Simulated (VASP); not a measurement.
# Ta3AlSn2Bi2O16 (P1) in VASP: single point with PBE

Aim: the single point of Ta3AlSn2Bi2O16 with PBE.

All numbers are computed with VASP 6.6.1; they aren't measurements. Logs are shortened: lines on timing, memory, paths and dates and some standing lists are left out, and cuts for length are marked.

## 1. The cell of the first run

The typed cell holds 24 atoms: a = 7.380 Å, b = 7.524 Å, c = 7.599 Å, α = 57.16°, β = 59.50°, γ = 58.34°.

## 2. Single point, PBE

File INCAR:

```
SYSTEM = Ta3AlSn2Bi2O16
  PREC = Accurate
  ENCUT = 520
  EDIFF = 1E-6
  ISMEAR = 0
  SIGMA = 0.1
  LREAL = Auto
  LASPH = .TRUE.
  NELM = 60
  ALGO = Normal
  ISIF = 2
  LWAVE = .FALSE.
  LCHARG = .FALSE.
  GGA = PE
  NBANDS = 113
  ISYM = 0
```

File KPOINTS:

```
Automatic mesh
0
G
  3 3 3
  0 0 0
```

File POSCAR:

```
Ta3AlSn2Bi2O16
1.0
   -5.2506769896      5.1837061412      0.1485840458
   -5.2307963533      0.1684646821      5.4060270343
   -0.0817534823      5.2505367047      5.4927382342
O Al Sn Ta Bi
16 1 2 3 2
Direct
    0.8305653397      0.8877605733      0.4622632399
    0.2906493910      0.9399290770      0.4740710196
    0.8636118286      0.2811223983      0.4039178781
    0.8847567227      0.9141852840      0.8063341357
    0.5010018419      0.3216243997      0.3167654732
    0.4072095102      0.7962055942      0.8338805370
    0.8098712539      0.4353033894      0.8623039174
    0.4205434904      0.4041359785      0.8583766726
    0.5928936289      0.6618482794      0.1540785454
    0.1362123529      0.5809398930      0.1955433350
    0.6118354485      0.0871475108      0.1431258334
    0.6803661368      0.6518800104      0.4919926240
    0.1752100779      0.0730747793      0.1353194277
    0.1736209670      0.6292436170      0.5443233464
    0.4906424518      0.1457869234      0.6885237936
    0.1473628340      0.2319787092      0.6137270344
    0.0222500434      0.9654652830      0.4906631153
    0.5213586623      0.0010134581      0.9891569338
    0.5203512890      0.4678775849      0.5010586040
    0.4940221993      0.4749684625      0.0172844332
    0.4895434453      0.0027711427      0.5013174824
    0.9788004241      0.5491055704      0.5076379653
    0.0150307604      0.9997400669      0.9582541595
    0.9917066527      0.4586921711      0.0478938153
```

Potentials or basis: VASP PAW PBE potentials, release 64 (O, Al, Sn_d, Ta_pv, Bi_d).

On the command line:

```
cat potpaw_PBE.64/O/POTCAR potpaw_PBE.64/Al/POTCAR potpaw_PBE.64/Sn_d/POTCAR potpaw_PBE.64/Ta_pv/POTCAR potpaw_PBE.64/Bi_d/POTCAR > POTCAR
mpirun -np 1 vasp_std > vasp.out
```

OUTCAR:

```text
SYSTEM = Ta3AlSn2Bi2O16
   PREC = Accurate
   ENCUT = 520
   EDIFF = 1E-6
   ISMEAR = 0
   LREAL = Auto
   LASPH = .TRUE.
   NELM = 60
   ISIF = 2
   GGA = PE
   ISYM = 0

 ion  position               nearest neighbor table
   1  0.831  0.888  0.462-  17 1.92  22 2.08  21 2.10
   2  0.291  0.940  0.474-  17 1.83  21 1.89
   3  0.864  0.281  0.404-  17 1.90  19 2.10  24 2.19
   4  0.885  0.914  0.806-  17 1.97  18 2.22  23 2.29  24 2.75
   5  0.501  0.322  0.317-  20 1.93  21 2.04  19 2.29
   6  0.407  0.796  0.834-  20 1.96  21 2.08  23 2.40
   7  0.810  0.435  0.862-  20 1.94  22 2.18  24 2.50  23 2.62
   8  0.421  0.404  0.858-  20 1.92  19 2.25  18 2.42  24 2.63
   9  0.593  0.662  0.154-  18 2.04  19 2.14  24 2.42  20 2.65
  10  0.136  0.581  0.196-  22 1.98  20 2.18  23 2.55  24 2.57
  11  0.612  0.087  0.143-  18 2.07  21 2.20  20 2.31  23 2.44
  12  0.680  0.652  0.492-  22 1.96  19 2.20  21 2.27
  13  0.175  0.073  0.135-  18 2.09  17 2.17  24 2.32  23 2.57
  14  0.174  0.629  0.544-  22 2.00  17 2.05  19 2.11
  15  0.491  0.146  0.689-  18 2.01  19 2.11  21 2.21
  16  0.147  0.232  0.614-  22 1.93  21 2.22  23 2.26
  17  0.022  0.965  0.491-   2 1.83   3 1.90   1 1.92   4 1.97  14 2.05  13 2.17  22 3.24  24 3.39

  18  0.521  0.001  0.989-  15 2.01   9 2.04  11 2.07  13 2.09   4 2.22   8 2.42  19 3.46  23 3.53
                            20 3.58  24 3.62  24 3.69
  19  0.520  0.468  0.501-   3 2.10  15 2.11  14 2.11   9 2.14  12 2.20   8 2.25   5 2.29  24 3.44
                            18 3.46  21 3.62
  20  0.494  0.475  0.017-   8 1.92   5 1.93   7 1.94   6 1.96  10 2.18  11 2.31   9 2.65  21 3.46
                            18 3.58  23 3.65  23 3.65  24 3.66  24 3.73
  21  0.490  0.003  0.501-   2 1.89   5 2.04   6 2.08   1 2.10  11 2.20  15 2.21  16 2.22  12 2.27
                            22 3.43  23 3.46  20 3.46  19 3.62
  22  0.979  0.549  0.508-  16 1.93  12 1.96  10 1.98  14 2.00   1 2.08   7 2.18  17 3.24  21 3.43
                            23 3.65  23 3.67
  23  0.015  1.000  0.958-  16 2.26   4 2.29   6 2.40  11 2.44  10 2.55  13 2.57   7 2.62  21 3.46
                            18 3.53  22 3.65  20 3.65  20 3.65  22 3.67  24 3.77  24 3.83
  24  0.992  0.459  0.048-   3 2.19  13 2.32   9 2.42   7 2.50  10 2.57   8 2.63   4 2.75  17 3.39
                            19 3.44  18 3.62  20 3.66  18 3.69  20 3.73  23 3.77  23 3.83

IMPORTANT INFORMATION: All symmetrisations will be switched off!
NOSYMM: (Re-)initialisation of all symmetry stuff for point group C_1.

----------------------------------------------------------------------------------------

                                     Primitive cell

  volume of cell :     286.7448

  direct lattice vectors                    reciprocal lattice vectors
    -5.250676990  5.183706141  0.148584046    -0.095761838  0.098657174 -0.095732211
[... 131 lines left out ...]
   NUPDOWN=      -1.0000    fix difference up-down
   EMIN   =  10.00;   EMAX   =-10.00  energy-range for DOS
   EFERMI =   0.00;   METHOD = LEGACY
   ISMEAR =     0;   SIGMA  =   0.10  broadening in eV -4-tet -1-fermi 0-gaus
   EFERMI_NEDOS =   21; number of points for ismear=-14 and -15
   IALGO  =     38    algorithm
   IMIX   =      4    mixing-type and parameters
     AMIX     =   0.40;   BMIX     =  1.00
     AMIX_MAG =   1.60;   BMIX_MAG =  1.00
  volume/ion in A,a.u.               =      11.95        80.63
  Fermi-wavevector in a.u.,A,eV,Ry     =   1.427231  2.697075 27.714896  2.036987
  Thomas-Fermi vector in A             =   2.547423
   LORBIT       =      0    0 simple, 1 ext, 2 COOP (PROOUT), +10 PAW based schemes
   GGA     = PE    functional components
   LHFCALC =     F    Hartree Fock is set to
   AEXX    =    0.0000 exact exchange contribution
   IVDW    =     0    specifies the selected vdW correction
   LEPSILON=     F    determine dielectric tensor
   LRPA    =     F    only Hartree local field effects (RPA)
 non-spin polarized calculation
 Gauss-broadening in eV      SIGMA  =   0.10
  energy-cutoff  :      520.00
  volume of cell :      286.74
 maximum number of plane-waves:      7740
   NGX = 27   NGY = 27   NGZ = 29

 number of electron     190.0000006 magnetization

 Free energy of the ion-electron system (eV)
  ---------------------------------------------------
  ext. energy  EPLUGINS =         0.00000000
  ---------------------------------------------------
  free energy    TOTEN  =      -185.63109381 eV

  energy without entropy =     -185.63109381  energy(sigma->0) =     -185.63109381

 E-fermi :   5.9187     XC(G=0): -11.3264

 val. band max:        5.3453669416   @ k =   0.0000   0.3333   0.0000
 cond. band min:       7.9990134602   @ k =   0.3333   0.3333   0.3333
 fundamental gap:      2.6536465186
 Fermi energy:         5.9187369355

 k-point     1 :       0.0000    0.0000    0.0000
  band No.  band energies     occupation
      1     -29.6848      2.00000
      2     -29.6220      2.00000
      3     -29.6043      2.00000
      4     -29.5166      2.00000
      5     -29.4924      2.00000
      6     -29.4564      2.00000
[... 1529 lines left out ...]
    106      10.1122      0.00000
    107      10.2602      0.00000
 [bands above 107 left out]

------------------------ aborting loop because EDIFF is reached ----------------------------------------

  FORCE on cell =-STRESS in cart. coord.  units (eV):
  Direction    XX          YY          ZZ          XY          YZ          ZX
  --------------------------------------------------------------------------------------
  -------------------------------------------------------------------------------------
  Total        1.0643313      1.2541442      0.6827413     -0.1230328     -0.0130383     -0.0148922
  in kB        5.9469162      7.0074898      3.8147950     -0.6874419     -0.0728509     -0.0832099
  external PRESSURE =       5.5897336 kB  Pullay stress =       0.0000000 kB

 VOLUME and BASIS-vectors are now :
 -----------------------------------------------------------------------------
  energy-cutoff  :      520.00
  volume of cell :      286.74
      direct lattice vectors                 reciprocal lattice vectors
    -5.250676990  5.183706141  0.148584046    -0.095761838  0.098657174 -0.095732211
    -5.230796353  0.168464682  5.406027034    -0.096575746 -0.100536941  0.094666353
    -0.081753482  5.250536705  5.492738234     0.097641605  0.096281038  0.091476308

 POSITION                                       TOTAL-FORCE (eV/Angst)
 -----------------------------------------------------------------------------------
     -9.04252      6.88209      7.46176        -0.053974      0.028373      0.001702
     -6.48144      4.15411      7.72842         0.115697     -0.086889     -0.041051
     -6.03806      6.64485      3.86669         0.005210      0.046317     -0.023169
     -9.49341      8.97401      9.50255         0.006159     -0.008733     -0.044120
     -4.33885      4.31442      3.55306        -0.000825      0.072219      0.048367
     -6.37109      6.62331      8.94510        -0.038882     -0.024846      0.029399
[... 16 lines left out ...]
     -5.38670      5.27768     10.67029        -0.008009      0.030870      0.019643
     -7.61037      5.46946      2.89012        -0.043722     -0.038201     -0.011879
 -----------------------------------------------------------------------------------
    total drift:                               -0.019249      0.016760      0.014115

  FREE ENERGIE OF THE ION-ELECTRON SYSTEM (eV)
  ---------------------------------------------------
  free  energy   TOTEN  =      -185.6310938066 eV

  energy  without entropy=     -185.6310938066  energy(sigma->0) =     -185.63109381
```

OSZICAR:

```text
N       E                     dE             d eps       ncg     rms          rms(c)
DAV:   1     0.310405430690E+04    0.31041E+04   -0.88279E+04  3220   0.214E+03
DAV:   2     0.379958786243E+03   -0.27241E+04   -0.26210E+04  3484   0.670E+02
DAV:   3    -0.173256747217E+03   -0.55322E+03   -0.52656E+03  3514   0.261E+02
DAV:   4    -0.221605955435E+03   -0.48349E+02   -0.47666E+02  3952   0.831E+01
DAV:   5    -0.223343827976E+03   -0.17379E+01   -0.17291E+01  4008   0.161E+01    0.598E+01
DAV:   6    -0.184904911326E+03    0.38439E+02   -0.16865E+02  4744   0.807E+01    0.214E+01
DAV:   7    -0.185835518336E+03   -0.93061E+00   -0.20554E+01  3664   0.148E+01    0.142E+01
DAV:   8    -0.185744231091E+03    0.91287E-01   -0.29461E+00  3976   0.731E+00    0.240E+00
DAV:   9    -0.185625098351E+03    0.11913E+00   -0.48719E-01  4432   0.353E+00    0.689E-01
DAV:  10    -0.185629481113E+03   -0.43828E-02   -0.94133E-02  3912   0.111E+00    0.436E-01
DAV:  11    -0.185630153349E+03   -0.67224E-03   -0.89952E-03  4272   0.474E-01    0.256E-01
DAV:  12    -0.185631015969E+03   -0.86262E-03   -0.27581E-03  3528   0.238E-01    0.752E-02
DAV:  13    -0.185631063322E+03   -0.47353E-04   -0.39843E-04  4152   0.106E-01    0.436E-02
DAV:  14    -0.185631091204E+03   -0.27882E-04   -0.95816E-05  4072   0.422E-02    0.144E-02
DAV:  15    -0.185631093130E+03   -0.19258E-05   -0.15941E-05  3704   0.179E-02    0.614E-03
DAV:  16    -0.185631093807E+03   -0.67701E-06   -0.59504E-06  3159   0.919E-03
   1 F= -.18563109E+03 E0= -.18563109E+03  d E =-.220558E-16
```

It took 39 min on 1 thread of Intel Xeon 8259CL, shared host; peak memory 0.65 GiB.

What came out:

| Item | Value |
| --- | --- |
| Free energy | -185.6311 eV |
| Pressure | 0.6 GPa |
| Largest force | 0.150 eV/Å |
| Band gap on the k mesh | 2.65 eV (least direct gap 2.79 eV) |

Forces on the atoms (eV/Å):
```
O   -0.054  0.028  0.002
O    0.116 -0.087 -0.041
O    0.005  0.046 -0.023
O    0.006 -0.009 -0.044
O   -0.001  0.072  0.048
O   -0.039 -0.025  0.029
O   -0.061  0.034 -0.046
O    0.044 -0.067 -0.076
O    0.002  0.007 -0.010
O   -0.018 -0.032 -0.016
O   -0.005  0.030  0.016
O    0.047 -0.051  0.012
O    0.055 -0.011  0.014
O   -0.034  0.009  0.056
O    0.022 -0.021 -0.036
O    0.016  0.033 -0.061
Al  -0.009 -0.006 -0.005
Sn  -0.028 -0.014  0.024
Sn   0.007  0.030  0.032
Ta   0.016 -0.021  0.048
Ta  -0.047  0.061  0.041
Ta   0.012 -0.001  0.027
Bi  -0.008  0.031  0.020
Bi  -0.044 -0.038 -0.012
```

Stress tensor (GPa, compression positive):
```
 0.59 -0.07 -0.01
-0.07  0.70 -0.01
-0.01 -0.01  0.38
```

Levels at points of the mesh, in eV from the valence-band top:
```
           k point  band 93  band 94  band 95  band 96  band 97  band 98
(0.00, 0.00, 0.00)    -0.57    -0.43    -0.16     2.72     3.04     3.27
```

Caveat: spin-orbit coupling is left out, which moves the levels of the heavy elements.
